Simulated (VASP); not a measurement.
# CoPtO2 (R-3m) in VASP: a series of runs, part 2 of 2

VASP 6.6.1.

### Step 3. Single point, PBE (10.32 Å³/atom)

This run uses another cell than the first one, of 10.32 Å³/atom.

Input file INCAR:

```
SYSTEM = CoPtO2
ALGO = Normal
EDIFF = 1E-6
ENCUT = 520
GGA = PE
ISIF = 2
ISMEAR = 0
LASPH = .TRUE.
LCHARG = .TRUE.
LELF = .TRUE.
LREAL = .FALSE.
LVHAR = .TRUE.
LWAVE = .FALSE.
NBANDS = 24
NELM = 80
PREC = Accurate
SIGMA = 0.05
```

Input file KPOINTS:

```
k-points
0
G
  14 14 14
  0 0 0
```

Input file POSCAR:

```
CoPtO2
1.0
    1.4151775541      0.8170531418      5.9485921950
   -1.4151775541      0.8170531418      5.9485921950
    0.0000000000     -1.6341062836      5.9485921950
Co Pt O
1 1 2
Direct
    0.5000000000      0.5000000000      0.5000000000
    0.0000000000      0.0000000000      0.0000000000
    0.8878374481      0.8878374481      0.8878374481
    0.1121625519      0.1121625519      0.1121625519
```

Potentials or basis: VASP PAW PBE potentials, release 64 (Co, Pt, O).

Command:

```
> cat potpaw_PBE.64/Co/POTCAR potpaw_PBE.64/Pt/POTCAR potpaw_PBE.64/O/POTCAR > POTCAR
> mpirun -np 1 vasp_std > vasp.out
```

OUTCAR:

```text
SYSTEM = CoPtO2
   EDIFF = 1E-6
   ENCUT = 520
   GGA = PE
   ISIF = 2
   ISMEAR = 0
   LASPH = .TRUE.
   LREAL = .FALSE.
   NELM = 80
   PREC = Accurate

 ion  position               nearest neighbor table
   1  0.500  0.500  0.500-   4 1.90   3 1.90   4 1.90   4 1.90   3 1.90   3 1.90
   2  0.000  0.000  0.000-   3 2.00   4 2.00
   3  0.888  0.888  0.888-   1 1.90   1 1.90   1 1.90   2 2.00
   4  0.112  0.112  0.112-   1 1.90   1 1.90   1 1.90   2 2.00

  LATTYP: Found a trigonal (rhomboedric) cell.
 ALAT       =     6.1689587816
 COS(alpha) =     0.8947485417

  Lattice vectors:

 A1 = (   1.4151775541,   0.8170531418,   5.9485921950)
 A2 = (  -1.4151775541,   0.8170531418,   5.9485921950)
 A3 = (   0.0000000000,  -1.6341062836,   5.9485921950)

Analysis of symmetry for initial positions (statically):
=====================================================================
 Subroutine PRICEL returns:
 Original cell was already a primitive cell.

 Routine SETGRP: Setting up the symmetry group for a
 trigonal (rhombohedral) supercell.

 Subroutine GETGRP returns: Found 12 space group operations
 (whereof 12 operations were pure point group operations)
 out of a pool of 12 trial point group operations.

The static configuration has the point symmetry D_3d.

Analysis of symmetry for dynamics (positions and initial velocities):
=====================================================================
 Subroutine PRICEL returns:
 Original cell was already a primitive cell.

 Routine SETGRP: Setting up the symmetry group for a
 trigonal (rhombohedral) supercell.

 Subroutine GETGRP returns: Found 12 space group operations
 (whereof 12 operations were pure point group operations)
 out of a pool of 12 trial point group operations.

The dynamic configuration has the point symmetry D_3d.

 Subroutine INISYM returns: Found 12 space group operations
 (whereof 12 operations are pure point group operations),
 and found     1 'primitive' translations

----------------------------------------------------------------------------------------

                                     Primitive cell

  volume of cell :      41.2693

  direct lattice vectors                    reciprocal lattice vectors
     1.415177554  0.817053142  5.948592195     0.353312557  0.203985100  0.056035667
    -1.415177554  0.817053142  5.948592195    -0.353312557  0.203985100  0.056035667
     0.000000000 -1.634106284  5.948592195     0.000000000 -0.407970200  0.056035667

  length of vectors
     6.168958782  6.168958782  6.168958782     0.411800534  0.411800534  0.411800534

  position of ions in fractional coordinates (direct lattice)
     0.500000000  0.500000000  0.500000000
     0.000000000  0.000000000  0.000000000
     0.887837448  0.887837448  0.887837448
     0.112162552  0.112162552  0.112162552

  ion indices of the primitive-cell ions
   primitive index   ion index
                 1           1
                 2           2
                 3           3
                 4           4

----------------------------------------------------------------------------------------

 KPOINTS: k-points

Automatic generation of k-mesh.
 Grid dimensions read from file:
 generate k-points for:   14   14   14

 Generating k-lattice:

  Cartesian coordinates                     Fractional coordinates (reciprocal lattice)
     0.025236611  0.014570364  0.004002548     0.071428571  0.000000000  0.000000000
    -0.025236611  0.014570364  0.004002548     0.000000000  0.071428571  0.000000000
     0.000000000 -0.029140729  0.004002548     0.000000000  0.000000000  0.071428571

  Length of vectors
     0.029414324  0.029414324  0.029414324

  Shift w.r.t. Gamma in fractional coordinates (k-lattice)
     0.000000000  0.000000000  0.000000000

 Subroutine IBZKPT returns following result:
 ===========================================

 Found    288 irreducible k-points:

 Following reciprocal coordinates:
            Coordinates               Weight
  0.000000  0.000000  0.000000      1.000000
  0.071429 -0.000000 -0.000000      6.000000
  0.142857 -0.000000 -0.000000      6.000000
  0.214286  0.000000  0.000000      6.000000
  0.285714 -0.000000  0.000000      6.000000
  0.357143  0.000000  0.000000      6.000000
[... 16 lines left out ...]
  0.214286  0.142857 -0.000000     12.000000
  0.285714  0.142857  0.000000     12.000000
 [... further k-points ...]
   k-points           NKPTS =    288   k-points in BZ     NKDIM =    288   number of bands    NBANDS=     24
   number of dos      NEDOS =    301   number of ions     NIONS =      4
   total plane-waves  NPLWV = 110592
   dimension x,y,z NGX =    48 NGY =   48 NGZ =   48
   dimension x,y,z NGXF=    96 NGYF=   96 NGZF=   96
   ions per type =               1   1   2
   NGX,Y,Z   is equivalent  to a cutoff of  12.94, 12.94, 12.94 a.u.
   NGXF,Y,Z  is equivalent  to a cutoff of  25.87, 25.87, 25.87 a.u.
 SYSTEM =  CoPtO2
   PREC   = accura    normal or accurate (medium, high low for compatibility)
   ISTART =      0    job   : 0-new  1-cont  2-samecut
   ICHARG =      2    charge: 1-file 2-atom 10-const
   ISPIN  =      1    spin polarized calculation?
   LNONCOLLINEAR =      F non collinear calculations
   LSORBIT =      F    spin-orbit coupling
   LASPH  =      T    aspherical Exc in radial PAW
   ENCUT  =  520.0 eV  38.22 Ry    6.18 a.u.  11.47 11.47 11.47*2*pi/ulx,y,z
   NELM   =     80;   NELMIN=  2; NELMDL= -5     # of ELM steps
   EDIFF  = 0.1E-05   stopping-criterion for ELM
   LREAL  =      F    real-space projection
   EDIFFG = 0.1E-04   stopping-criterion for IOM
   NSW    =      0    number of steps for IOM
   IBRION =     -1    ionic relax: 0-MD 1-quasi-New 2-CG
   NFREE  =      0    steps in history (QN), initial steepest desc. (CG)
   ISIF   =      2    stress and relaxation
   ISYM   =      2    0-nonsym 1-usesym 2-fastsym
   POTIM  = 0.5000    time-step for ionic-motion
   TEBEG  =    0.0;   TEEND  =   0.0 temperature during run
   PSTRESS=    0.0 pullay stress
   NELECT =      31.0000    total number of electrons
   NUPDOWN=      -1.0000    fix difference up-down
   EMIN   =  10.00;   EMAX   =-10.00  energy-range for DOS
   EFERMI =   0.00;   METHOD = LEGACY
   ISMEAR =     0;   SIGMA  =   0.05  broadening in eV -4-tet -1-fermi 0-gaus
   EFERMI_NEDOS =   21; number of points for ismear=-14 and -15
   IALGO  =     38    algorithm
   IMIX   =      4    mixing-type and parameters
     AMIX     =   0.40;   BMIX     =  1.00
     AMIX_MAG =   1.60;   BMIX_MAG =  1.00
  volume/ion in A,a.u.               =      10.32        69.62
  Fermi-wavevector in a.u.,A,eV,Ry     =   1.488172  2.812238 30.132228  2.214656
  Thomas-Fermi vector in A             =   2.601240
   LORBIT       =      0    0 simple, 1 ext, 2 COOP (PROOUT), +10 PAW based schemes
   GGA     = PE    functional components
   LHFCALC =     F    Hartree Fock is set to
   AEXX    =    0.0000 exact exchange contribution
   IVDW    =     0    specifies the selected vdW correction
   LEPSILON=     F    determine dielectric tensor
   LRPA    =     F    only Hartree local field effects (RPA)
 non-spin polarized calculation
 Gauss-broadening in eV      SIGMA  =   0.05
  energy-cutoff  :      520.00
  volume of cell :       41.27
 maximum number of plane-waves:      1130
 NGX is ok and might be reduce to    48
   NGX = 23   NGY = 23   NGZ = 23

 number of electron      30.9999998 magnetization

 Free energy of the ion-electron system (eV)
  ---------------------------------------------------
  ext. energy  EPLUGINS =         0.00000000
  ---------------------------------------------------
  free energy    TOTEN  =       -26.44053088 eV

  energy without entropy =      -26.43928457  energy(sigma->0) =      -26.43990772

 E-fermi :   8.8081     XC(G=0): -12.6509

 val. band max:        8.8003747953   @ k =  -0.3571  -0.3571   0.2143
 cond. band min:       8.8081576808   @ k =  -0.2143  -0.2857   0.1429
 fundamental gap:      0.0077828855
 Fermi energy:         8.8080802759

 k-point     1 :       0.0000    0.0000    0.0000
  band No.  band energies     occupation
      1     -12.8818      2.00000
      2     -11.0048      2.00000
      3      -0.9501      2.00000
      4       1.6102      2.00000
      5       2.2012      2.00000
      6       2.2012      2.00000
[... 637 lines left out ...]
     23      22.5376      0.00000
     24      23.0808      0.00000

 [... further k-points ...]

------------------------ aborting loop because EDIFF is reached ----------------------------------------

  FORCE on cell =-STRESS in cart. coord.  units (eV):
  Direction    XX          YY          ZZ          XY          YZ          ZX
  --------------------------------------------------------------------------------------
  -------------------------------------------------------------------------------------
  Total        1.1851274      1.1851274      1.3298435      0.0000000     -0.0000000      0.0000000
  in kB       46.0096496     46.0096496     51.6278981      0.0000000     -0.0000000      0.0000000
  external PRESSURE =      47.8823991 kB  Pullay stress =       0.0000000 kB

 VOLUME and BASIS-vectors are now :
 -----------------------------------------------------------------------------
  energy-cutoff  :      520.00
  volume of cell :       41.27
      direct lattice vectors                 reciprocal lattice vectors
     1.415177554  0.817053142  5.948592195     0.353312557  0.203985100  0.056035667
    -1.415177554  0.817053142  5.948592195    -0.353312557  0.203985100  0.056035667
     0.000000000 -1.634106284  5.948592195     0.000000000 -0.407970200  0.056035667

 POSITION                                       TOTAL-FORCE (eV/Angst)
 -----------------------------------------------------------------------------------
      0.00000      0.00000      8.92289         0.000000     -0.000000     -0.000000
      0.00000      0.00000      0.00000        -0.000000     -0.000000     -0.000000
      0.00000      0.00000     15.84415        -0.000000      0.000000      0.017770
      0.00000      0.00000      2.00163        -0.000000     -0.000000     -0.017770
 -----------------------------------------------------------------------------------
    total drift:                               -0.000000     -0.000000     -0.000000

  FREE ENERGIE OF THE ION-ELECTRON SYSTEM (eV)
  ---------------------------------------------------
  free  energy   TOTEN  =       -26.4405308803 eV

  energy  without entropy=      -26.4392845656  energy(sigma->0) =      -26.43990772
```

Run time: 9.5 min. Hardware: 1 thread of Intel Xeon 6975P-C (Granite Rapids), shared host; peak memory 0.55 GiB.

Results:

- Free energy: -26.4405 eV
- Pressure: 4.8 GPa
- Largest force: 0.018 eV/Å
- Band gap on the k mesh: zero (an odd number of electrons rules out a gap without spin polarisation)

Forces in eV/Å, atoms in the order of the input:
```
Co   0.000  0.000  0.000
Pt   0.000  0.000  0.000
O    0.000  0.000  0.018
O    0.000  0.000 -0.018
```

Stress tensor (GPa, compression positive):
```
4.60 0.00 0.00
0.00 4.60 0.00
0.00 0.00 5.16
```

Caveat: the cell stands under pressure; spin-orbit coupling is left out, which moves the levels of the heavy elements; an odd number of electrons without spin polarisation forces a metal; a magnetic or distorted state may lie lower; the run has no spin polarisation, though such a crystal can be magnetic; semilocal functionals often make such compounds metallic where correlation or magnetic order opens a gap, which also shifts bond lengths. Spin polarisation is off, so any magnetic state and its effect on volume and gap are missing.

### Step 4. Single point, PBE

This run uses another cell than the first one, of 10.53 Å³/atom.

Input file INCAR:

```
SYSTEM = CoPtO2
  ALGO = Normal
  EDIFF = 1E-7
  ENCUT = 520
  GGA = PE
  ISIF = 2
  ISMEAR = 0
  LASPH = .True.
  LCHARG = .False.
  LREAL = .False.
  LWAVE = .False.
  NBANDS = 24
  NELM = 60
  PREC = Accurate
  SIGMA = 0.05
```

Input file KPOINTS:

```
k-points
0
Gamma
  14 14 14
  0 0 0
```

Input file POSCAR:

```
CoPtO2
1.0
    1.4270109420      0.8238851515      5.9697394704
   -1.4270109420      0.8238851515      5.9697394704
    0.0000000000     -1.6477703030      5.9697394704
Co Pt O
1 1 2
Direct
    0.5000000000      0.5000000000      0.5000000000
    0.0000000000      0.0000000000      0.0000000000
    0.8876551476      0.8876551476      0.8876551476
    0.1123448524      0.1123448524      0.1123448524
```

Command:

```
> cat potpaw_PBE.64/Co/POTCAR potpaw_PBE.64/Pt/POTCAR potpaw_PBE.64/O/POTCAR > POTCAR
> mpirun -np 1 vasp_std > vasp.out
```

Wall time 9.5 min (1 thread of Intel Xeon 6975P-C (Granite Rapids), shared host); peak memory 0.56 GiB.

The run converged. Its results:

| Property | Result |
| --- | --- |
| Free energy | -26.4541 eV |
| Pressure | 0.1 GPa |
| Largest force | 0.018 eV/Å |
| Band gap on the k mesh | zero (an odd number of electrons rules out a gap without spin polarisation) |

Forces on the atoms (eV/Å):
```
Co   0.000  0.000  0.000
Pt   0.000  0.000  0.000
O    0.000  0.000  0.018
O    0.000  0.000 -0.018
```

Stress tensor (GPa, compression positive):
```
-0.02  0.00  0.00
 0.00 -0.02  0.00
 0.00  0.00  0.41
```

Levels at points of the mesh, in eV from the Fermi level:
```tsv
k point	band 14	band 15	band 16	band 17	band 18	band 19
(0.00, 0.00, 0.00)	-1.70	-1.70	-1.57	1.70	1.70	2.54
(0.50, 0.00, 0.00)	-1.09	-0.18	0.86	1.10	1.17	2.36
(0.50, 0.50, 0.00)	-1.13	-0.18	0.00	1.58	1.98	2.37
(0.50, 0.50, 0.50)	-0.96	-0.88	-0.88	1.29	1.29	3.77
```

Caveat: spin-orbit coupling is left out, which moves the levels of the heavy elements; an odd number of electrons without spin polarisation forces a metal; a magnetic or distorted state may lie lower; the run has no spin polarisation, though such a crystal can be magnetic; semilocal functionals often make such compounds metallic where correlation or magnetic order opens a gap, which also shifts bond lengths. Spin polarisation is off, so any magnetic state and its effect on volume and gap are missing.

### Step 5. Single point, PBE (10.74 Å³/atom)

This run uses another cell than the first one, of 10.74 Å³/atom.

Input file INCAR:

```
SYSTEM = CoPtO2
ALGO = Normal
EDIFF = 1E-6
ENCUT = 520
GGA = PE
ISIF = 2
ISMEAR = 0
LASPH = .True.
LCHARG = .False.
LREAL = .False.
LWAVE = .False.
NBANDS = 24
NELM = 80
PREC = Accurate
SIGMA = 0.05
```

KPOINTS is that of step 4.

Input file POSCAR:

```
CoPtO2
1.0
    1.4386853440      0.8306253706      5.9907130463
   -1.4386853440      0.8306253706      5.9907130463
    0.0000000000     -1.6612507412      5.9907130463
Co Pt O
1 1 2
Direct
    0.5000000000      0.5000000000      0.5000000000
    0.0000000000      0.0000000000      0.0000000000
    0.8874853175      0.8874853175      0.8874853175
    0.1125146825      0.1125146825      0.1125146825
```

Command:

```
> cat potpaw_PBE.64/Co/POTCAR potpaw_PBE.64/Pt/POTCAR potpaw_PBE.64/O/POTCAR > POTCAR
> mpirun -np 1 vasp_std > vasp.out
```

Run time: 8.5 min. Hardware: 1 thread of Intel Xeon 6975P-C (Granite Rapids), shared host; peak memory 0.57 GiB.

Results (log left out):

- Free energy: -26.4439 eV
- Pressure: -4.2 GPa
- Largest force: 0.019 eV/Å
- Band gap on the k mesh: zero (an odd number of electrons rules out a gap without spin polarisation)

Forces in eV/Å, atoms in the order of the input:
```
Co   0.000  0.000  0.000
Pt   0.000  0.000  0.000
O    0.000  0.000  0.019
O    0.000  0.000 -0.019
```

Stress tensor (GPa, compression positive):
```
-4.33  0.00  0.00
 0.00 -4.33  0.00
 0.00  0.00 -4.00
```

Levels at points of the mesh, in eV from the Fermi level:
| k point | band 13 | band 14 | band 15 | band 16 | band 17 | band 18 | band 19 | band 20 |
| --- | --- | --- | --- | --- | --- | --- | --- | --- |
| (0.00, 0.00, 0.00) | -1.93 | -1.64 | -1.64 | -1.48 | 1.69 | 1.69 | 2.48 | 5.42 |
| (0.50, 0.00, 0.00) | -1.28 | -1.06 | -0.18 | 0.84 | 1.07 | 1.18 | 2.40 | 6.61 |
| (0.50, 0.50, 0.00) | -1.27 | -1.10 | -0.18 | -0.01 | 1.57 | 1.93 | 2.42 | 7.23 |
| (0.50, 0.50, 0.50) | -1.82 | -0.90 | -0.84 | -0.84 | 1.29 | 1.29 | 3.73 | 4.34 |

Caveat: the cell stands under tension; spin-orbit coupling is left out, which moves the levels of the heavy elements; an odd number of electrons without spin polarisation forces a metal; a magnetic or distorted state may lie lower; the run has no spin polarisation, though such a crystal can be magnetic; semilocal functionals often make such compounds metallic where correlation or magnetic order opens a gap, which also shifts bond lengths.

### Step 6. Single point, PBE (10.95 Å³/atom)

This run uses another cell than the first one, of 10.95 Å³/atom.

Input file INCAR:

```
ALGO     = Normal         # electronic algorithm
EDIFF    = 1E-7           # SCF threshold, eV
ENCUT    = 520            # plane-wave cutoff, eV
GGA      = PE             # functional
ISIF     = 2              # what is computed and relaxed
ISMEAR   = 0              # smearing method
LASPH    = True           # aspherical terms in the spheres
LCHARG   = False          # write CHGCAR
LREAL    = False          # projectors in reciprocal space
LWAVE    = False          # write WAVECAR
NBANDS   = 24             # bands
NELM     = 80             # most SCF steps
PREC     = Accurate       # precision mode
SIGMA    = 0.05           # smearing width, eV
```

Input file KPOINTS:

```
k-points
0
Gamma
  14 14 14
```

Input file POSCAR:

```
CoPtO2
1.0
    1.4503069367      0.8373351003      6.0106781757
   -1.4503069367      0.8373351003      6.0106781757
    0.0000000000     -1.6746702006      6.0106781757
Co Pt O
1 1 2
Direct
    0.5000000000      0.5000000000      0.5000000000
    0.0000000000      0.0000000000      0.0000000000
    0.8873156779      0.8873156779      0.8873156779
    0.1126843221      0.1126843221      0.1126843221
```

Potentials or basis: VASP PAW PBE potentials, release 64 (Co, Pt, O).

Command:

```
> cat potpaw_PBE.64/Co/POTCAR potpaw_PBE.64/Pt/POTCAR potpaw_PBE.64/O/POTCAR > POTCAR
> mpirun -np 1 vasp_std > vasp.out
```

Wall time 9.9 min (1 thread of Intel Xeon 6975P-C (Granite Rapids), shared host); peak memory 0.57 GiB.

It converged, with:

```
Free energy            : -26.4124 eV
Pressure               : -8.0 GPa
Largest force          : 0.022 eV/Å
Band gap on the k mesh : zero (an odd number of electrons rules out a gap without spin polarisation)
```

Forces in eV/Å, atoms in the order of the input:
```
Co   0.000  0.000  0.000
Pt   0.000  0.000  0.000
O    0.000  0.000  0.022
O    0.000  0.000 -0.022
```

Stress tensor (GPa, compression positive):
```
-8.05  0.00  0.00
 0.00 -8.05  0.00
 0.00  0.00 -7.82
```

Levels at points of the mesh, in eV from the Fermi level:
```
           k point  band 12  band 13  band 14  band 15  band 16  band 17  band 18  band 19  band 20  band 21
(0.00, 0.00, 0.00)    -1.86    -1.86    -1.59    -1.59    -1.40     1.68     1.68     2.43     5.43     8.49
(0.50, 0.00, 0.00)    -1.45    -1.23    -1.02    -0.19     0.82     1.05     1.18     2.45     6.48     9.69
(0.50, 0.50, 0.00)    -1.70    -1.23    -1.06    -0.19    -0.02     1.56     1.87     2.47     7.08     8.87
(0.50, 0.50, 0.50)    -1.75    -1.75    -0.84    -0.81    -0.81     1.29     1.29     3.70     4.33     8.49
```

Caveat: the cell stands under tension; spin-orbit coupling is left out, which moves the levels of the heavy elements; an odd number of electrons without spin polarisation forces a metal; a magnetic or distorted state may lie lower; the run has no spin polarisation, though such a crystal can be magnetic; semilocal functionals often make such compounds metallic where correlation or magnetic order opens a gap, which also shifts bond lengths. Spin polarisation is off, so any magnetic state and its effect on volume and gap are missing.

### Step 7. Summary

| cell | gap on the mesh (eV) | pressure (GPa) | largest force (eV/Å) |
| --- | --- | --- | --- |
| a = 6.145 Å, angles 26.4°, 4 atoms, atomic positions A | none | 10.3 | 0.02 |
| a = 6.169 Å, angles 26.5°, 4 atoms, atomic positions A | none | 4.8 | 0.02 |
| a = 6.193 Å, angles 26.6°, 4 atoms, atomic positions A | none | 0.1 | 0.02 |
| a = 6.217 Å, angles 26.8°, 4 atoms, atomic positions A | none | -4.2 | 0.02 |
| a = 6.240 Å, angles 26.9°, 4 atoms, atomic positions B | none | -8.0 | 0.02 |

Alike in all rows: task single point; level PBE; potentials or basis VASP PAW PBE potentials, release 64 (Co, Pt, O); no spin polarisation; k mesh 14 × 14 × 14; cutoff (eV) 520; smearing gaussian 0.05 eV.

Caveats: spin-orbit coupling is left out, which moves the levels of the heavy elements; an odd number of electrons without spin polarisation forces a metal; a magnetic or distorted state may lie lower; the run has no spin polarisation, though such a crystal can be magnetic; semilocal functionals often make such compounds metallic where correlation or magnetic order opens a gap, which also shifts bond lengths; the cell stands under pressure (at least some runs); the cell stands under tension (at least some runs).

Absolute energies hang on the potentials; compare differences alone.
